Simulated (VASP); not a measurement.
# Ta2Si2Ge (P-6m2) in VASP: a series of runs

Ta2Si2Ge is run at these levels: PBE; tasks: single point, relaxation of cell and atoms.

All numbers are computed with VASP 6.6.1; they aren't measurements. Logs are shortened: lines on timing, memory, paths and dates and some standing lists are left out, and cuts for length are marked.

**1. The cell of the first run**

The structure is hexagonal, space group P-6m2 (No. 187). The conventional cell has a = 2.963 Å, b = 2.963 Å, c = 11.644 Å, α = 90.00°, β = 90.00°, γ = 120.00°. Ta (site symmetry 3m) has 1 Ge at 2.60 Å and 3 Si at 2.68 Å and 6 Ta at 2.96 Å within 3.4 Å. Within 3.1 Å of Si (site symmetry 3m) lie 7 Si at 2.32 to 2.96 Å and 3 Ta at 2.68 Å. Ge (site symmetry -6m2) has 2 Ta at 2.60 Å and 6 Ge at 2.96 Å within 3.4 Å.

**2. Single point, PBE**

The input, INCAR:

```
ALGO = Normal
EDIFF = 1E-7
ENCUT = 520
GGA = PE
ISIF = 2
ISMEAR = 0
LASPH = True
LCHARG = True
LELF = True
LREAL = False
LVHAR = True
LWAVE = False
NBANDS = 30
NELM = 60
PREC = Accurate
SIGMA = 0.1
```

The input, KPOINTS:

```
k-points
0
Gamma
  12 12 4
```

The input, POSCAR:

```
Ta2Si2Ge
1.0
    2.9625773217      0.0000000000      0.0000000000
   -1.4812886608      2.5656672213      0.0000000000
    0.0000000000      0.0000000000     11.6440049123
Ta Si Ge
2 2 1
Direct
    0.3333333333      0.6666666667      0.2234165923
    0.3333333333      0.6666666667      0.7765834077
    0.6666666667      0.3333333333      0.4002002331
    0.6666666667      0.3333333333      0.5997997669
    0.3333333333      0.6666666667      0.0000000000
```

Potentials or basis: VASP PAW PBE potentials, release 64 (Ta_pv, Si, Ge_d).

On the command line:

```sh
$ cat potpaw_PBE.64/Ta_pv/POTCAR potpaw_PBE.64/Si/POTCAR potpaw_PBE.64/Ge_d/POTCAR > POTCAR
$ mpirun -np 1 vasp_std > vasp.out
```

OUTCAR:

```text
EDIFF = 1E-7
   ENCUT = 520
   GGA = PE
   ISIF = 2
   ISMEAR = 0
   LASPH = True
   LREAL = False
   NELM = 60
   PREC = Accurate

 ion  position               nearest neighbor table
   1  0.333  0.667  0.223-   5 2.60   3 2.68   3 2.68   3 2.68
   2  0.333  0.667  0.777-   5 2.60   4 2.68   4 2.68   4 2.68
   3  0.667  0.333  0.400-   4 2.32   1 2.68   1 2.68   1 2.68
   4  0.667  0.333  0.600-   3 2.32   2 2.68   2 2.68   2 2.68
   5  0.333  0.667  0.000-   1 2.60   2 2.60

  LATTYP: Found a hexagonal cell.
 ALAT       =     2.9625773217
 C/A-ratio  =     3.9303632101

  Lattice vectors:

 A1 = (   2.9625773217,   0.0000000000,   0.0000000000)
 A2 = (  -1.4812886608,   2.5656672213,   0.0000000000)
 A3 = (   0.0000000000,   0.0000000000,  11.6440049123)

Analysis of symmetry for initial positions (statically):
=====================================================================
 Subroutine PRICEL returns:
 Original cell was already a primitive cell.

 Routine SETGRP: Setting up the symmetry group for a
 hexagonal supercell.

 Subroutine GETGRP returns: Found 12 space group operations
 (whereof 12 operations were pure point group operations)
 out of a pool of 24 trial point group operations.

The static configuration has the point symmetry D_3h.

Analysis of symmetry for dynamics (positions and initial velocities):
=====================================================================
 Subroutine PRICEL returns:
 Original cell was already a primitive cell.

 Routine SETGRP: Setting up the symmetry group for a
 hexagonal supercell.

 Subroutine GETGRP returns: Found 12 space group operations
 (whereof 12 operations were pure point group operations)
 out of a pool of 24 trial point group operations.

The dynamic configuration has the point symmetry D_3h.

 Subroutine INISYM returns: Found 12 space group operations
 (whereof 12 operations are pure point group operations),
 and found     1 'primitive' translations

----------------------------------------------------------------------------------------

                                     Primitive cell

  volume of cell :      88.5059

  direct lattice vectors                    reciprocal lattice vectors
     2.962577322  0.000000000  0.000000000     0.337543933  0.194881080  0.000000000
    -1.481288661  2.565667221  0.000000000     0.000000000  0.389762161  0.000000000
     0.000000000  0.000000000 11.644004912     0.000000000  0.000000000  0.085881104

  length of vectors
     2.962577322  2.962577322 11.644004912     0.389762161  0.389762161  0.085881104

  position of ions in fractional coordinates (direct lattice)
     0.333333333  0.666666667  0.223416592
     0.333333333  0.666666667  0.776583408
     0.666666667  0.333333333  0.400200233
     0.666666667  0.333333333  0.599799767
     0.333333333  0.666666667  0.000000000

  ion indices of the primitive-cell ions
   primitive index   ion index
                 1           1
                 2           2
                 3           3
                 4           4
                 5           5

----------------------------------------------------------------------------------------

 KPOINTS: k-points

Automatic generation of k-mesh.
 Grid dimensions read from file:
 generate k-points for:   12   12    4

 Generating k-lattice:

  Cartesian coordinates                     Fractional coordinates (reciprocal lattice)
     0.028128661  0.016240090  0.000000000     0.083333333  0.000000000  0.000000000
     0.000000000  0.032480180  0.000000000     0.000000000  0.083333333  0.000000000
     0.000000000  0.000000000  0.021470276     0.000000000  0.000000000  0.250000000

  Length of vectors
     0.032480180  0.032480180  0.021470276

  Shift w.r.t. Gamma in fractional coordinates (k-lattice)
     0.000000000  0.000000000  0.000000000

 Subroutine IBZKPT returns following result:
 ===========================================

 Found     57 irreducible k-points:

 Following reciprocal coordinates:
            Coordinates               Weight
  0.000000  0.000000  0.000000      1.000000
  0.083333 -0.000000  0.000000      6.000000
  0.166667 -0.000000  0.000000      6.000000
  0.250000 -0.000000  0.000000      6.000000
  0.333333 -0.000000  0.000000      6.000000
  0.416667 -0.000000  0.000000      6.000000
[... 16 lines left out ...]
  0.250000 -0.000000  0.250000     12.000000
  0.333333 -0.000000  0.250000     12.000000
 [... further k-points ...]
   k-points           NKPTS =     57   k-points in BZ     NKDIM =     57   number of bands    NBANDS=     30
   number of dos      NEDOS =    301   number of ions     NIONS =      5
   total plane-waves  NPLWV =  51840
   dimension x,y,z NGX =    24 NGY =   24 NGZ =   90
   dimension x,y,z NGXF=    48 NGYF=   48 NGZF=  180
   ions per type =               2   2   1
   NGX,Y,Z   is equivalent  to a cutoff of  13.47, 13.47, 12.85 a.u.
   NGXF,Y,Z  is equivalent  to a cutoff of  26.94, 26.94, 25.70 a.u.
 SYSTEM =  unknown system
   PREC   = accura    normal or accurate (medium, high low for compatibility)
   ISTART =      0    job   : 0-new  1-cont  2-samecut
   ICHARG =      2    charge: 1-file 2-atom 10-const
   ISPIN  =      1    spin polarized calculation?
   LNONCOLLINEAR =      F non collinear calculations
   LSORBIT =      F    spin-orbit coupling
   LASPH  =      T    aspherical Exc in radial PAW
   ENCUT  =  520.0 eV  38.22 Ry    6.18 a.u.   5.51  5.51 21.65*2*pi/ulx,y,z
   NELM   =     60;   NELMIN=  2; NELMDL= -5     # of ELM steps
   EDIFF  = 0.1E-06   stopping-criterion for ELM
   LREAL  =      F    real-space projection
   EDIFFG = 0.1E-05   stopping-criterion for IOM
   NSW    =      0    number of steps for IOM
   IBRION =     -1    ionic relax: 0-MD 1-quasi-New 2-CG
   NFREE  =      0    steps in history (QN), initial steepest desc. (CG)
   ISIF   =      2    stress and relaxation
   ISYM   =      2    0-nonsym 1-usesym 2-fastsym
   POTIM  = 0.5000    time-step for ionic-motion
   TEBEG  =    0.0;   TEEND  =   0.0 temperature during run
   PSTRESS=    0.0 pullay stress
   NELECT =      44.0000    total number of electrons
   NUPDOWN=      -1.0000    fix difference up-down
   EMIN   =  10.00;   EMAX   =-10.00  energy-range for DOS
   EFERMI =   0.00;   METHOD = LEGACY
   ISMEAR =     0;   SIGMA  =   0.10  broadening in eV -4-tet -1-fermi 0-gaus
   EFERMI_NEDOS =   21; number of points for ismear=-14 and -15
   IALGO  =     38    algorithm
   IMIX   =      4    mixing-type and parameters
     AMIX     =   0.40;   BMIX     =  1.00
     AMIX_MAG =   1.60;   BMIX_MAG =  1.00
  volume/ion in A,a.u.               =      17.70       119.45
  Fermi-wavevector in a.u.,A,eV,Ry     =   1.296885  2.450758 22.883797  1.681912
  Thomas-Fermi vector in A             =   2.428313
   LORBIT       =      0    0 simple, 1 ext, 2 COOP (PROOUT), +10 PAW based schemes
   GGA     = PE    functional components
   LHFCALC =     F    Hartree Fock is set to
   AEXX    =    0.0000 exact exchange contribution
   IVDW    =     0    specifies the selected vdW correction
   LEPSILON=     F    determine dielectric tensor
   LRPA    =     F    only Hartree local field effects (RPA)
 non-spin polarized calculation
 Gauss-broadening in eV      SIGMA  =   0.10
  energy-cutoff  :      520.00
  volume of cell :       88.51
 maximum number of plane-waves:      2443
 NGX is ok and might be reduce to    24
   NGX = 11   NGY = 11   NGZ = 43

 number of electron      44.0000007 magnetization

 Free energy of the ion-electron system (eV)
  ---------------------------------------------------
  ext. energy  EPLUGINS =         0.00000000
  ---------------------------------------------------
  free energy    TOTEN  =       -37.63702899 eV

  energy without entropy =      -37.60908351  energy(sigma->0) =      -37.62305625

 E-fermi :   7.0843     XC(G=0): -11.5125

 val. band max:        7.0713792688   @ k =   0.2500   0.0833   0.2500
 cond. band min:       7.0852733904   @ k =   0.3333   0.0833   0.0000
 fundamental gap:      0.0138941216
 Fermi energy:         7.0842580629

 k-point     1 :       0.0000    0.0000    0.0000
  band No.  band energies     occupation
      1     -27.5676      2.00000
      2     -27.5626      2.00000
      3     -26.9103      2.00000
      4     -26.9103      2.00000
      5     -26.9102      2.00000
      6     -26.9102      2.00000
[... 22 lines left out ...]
     29      13.3874      0.00000
     30      13.3874      0.00000

 k-point     2 :       0.0833   -0.0000    0.0000
  band No.  band energies     occupation
      1     -27.5588      2.00000
      2     -27.5539      2.00000
      3     -26.9692      2.00000
      4     -26.9691      2.00000
      5     -26.9238      2.00000
      6     -26.9237      2.00000
[... 22 lines left out ...]
     29      12.2515      0.00000
     30      13.0634      0.00000

 k-point     3 :       0.1667   -0.0000    0.0000
  band No.  band energies     occupation
      1     -27.5347      2.00000
      2     -27.5298      2.00000
      3     -27.1274      2.00000
      4     -27.1273      2.00000
      5     -26.9602      2.00000
      6     -26.9601      2.00000
[... 22 lines left out ...]
     29      10.6116      0.00000
     30      12.4134      0.00000

 k-point     4 :       0.2500   -0.0000    0.0000
  band No.  band energies     occupation
      1     -27.5017      2.00000
      2     -27.4970      2.00000
      3     -27.3375      2.00000
      4     -27.3374      2.00000
      5     -27.0095      2.00000
      6     -27.0094      2.00000
[... 616 lines left out ...]
     29      11.1064      0.00000
     30      12.4865      0.00000

 k-point    23 :       0.2500   -0.0000    0.2500
  band No.  band energies     occupation
      1     -27.5017      2.00000
      2     -27.4970      2.00000
      3     -27.3375      2.00000
      4     -27.3374      2.00000
      5     -27.0095      2.00000
      6     -27.0094      2.00000
[... 22 lines left out ...]
     29      10.2334      0.00000
     30      11.7649      0.00000

 k-point    24 :       0.3333   -0.0000    0.2500
  band No.  band energies     occupation
      1     -27.5428      2.00000
      2     -27.5428      2.00000
      3     -27.4670      2.00000
      4     -27.4624      2.00000
      5     -27.0583      2.00000
      6     -27.0582      2.00000
[... 22 lines left out ...]
     29      10.8098      0.00000
     30      11.5873      0.00000

 [... further k-points ...]

------------------------ aborting loop because EDIFF is reached ----------------------------------------

  FORCE on cell =-STRESS in cart. coord.  units (eV):
  Direction    XX          YY          ZZ          XY          YZ          ZX
  --------------------------------------------------------------------------------------
  -------------------------------------------------------------------------------------
  Total        0.0209263      0.0209263      0.0249222      0.0000000      0.0000000     -0.0000000
  in kB        0.3788187      0.3788187      0.4511541      0.0000000      0.0000000     -0.0000000
  external PRESSURE =       0.4029305 kB  Pullay stress =       0.0000000 kB

 VOLUME and BASIS-vectors are now :
 -----------------------------------------------------------------------------
  energy-cutoff  :      520.00
  volume of cell :       88.51
      direct lattice vectors                 reciprocal lattice vectors
     2.962577322  0.000000000  0.000000000     0.337543933  0.194881080  0.000000000
    -1.481288661  2.565667221  0.000000000     0.000000000  0.389762161  0.000000000
     0.000000000  0.000000000 11.644004912     0.000000000  0.000000000  0.085881104

 POSITION                                       TOTAL-FORCE (eV/Angst)
 -----------------------------------------------------------------------------------
     -0.00000      1.71044      2.60146        -0.000000     -0.000000     -0.000787
     -0.00000      1.71044      9.04254         0.000000      0.000000      0.000787
      1.48129      0.85522      4.65993         0.000000      0.000000      0.015986
      1.48129      0.85522      6.98407         0.000000      0.000000     -0.015986
     -0.00000      1.71044      0.00000        -0.000000      0.000000      0.000000
 -----------------------------------------------------------------------------------
    total drift:                                0.000000     -0.000000     -0.000000

  FREE ENERGIE OF THE ION-ELECTRON SYSTEM (eV)
  ---------------------------------------------------
  free  energy   TOTEN  =       -37.6370289859 eV

  energy  without entropy=      -37.6090835138  energy(sigma->0) =      -37.62305625
```

Run time: 3.2 min. Hardware: 1 thread of AMD EPYC 7R43 (Zen 3), shared host; peak memory 0.28 GiB.

Results:

| Quantity | Value |
| --- | --- |
| Free energy | -37.6370 eV |
| Pressure | 0.0 GPa |
| Largest force | 0.016 eV/Å |
| Band gap on the k mesh | zero (band 22 reaches 8.25 eV, above the bottom of band 23 at 6.14 eV) |

Forces on the atoms (eV/Å):
```
Ta   0.000  0.000 -0.001
Ta   0.000  0.000  0.001
Si   0.000  0.000  0.016
Si   0.000  0.000 -0.016
Ge   0.000  0.000  0.000
```

Caveat: spin-orbit coupling is left out, which moves the levels of the heavy elements.

(Continued in part 2 of 3.)
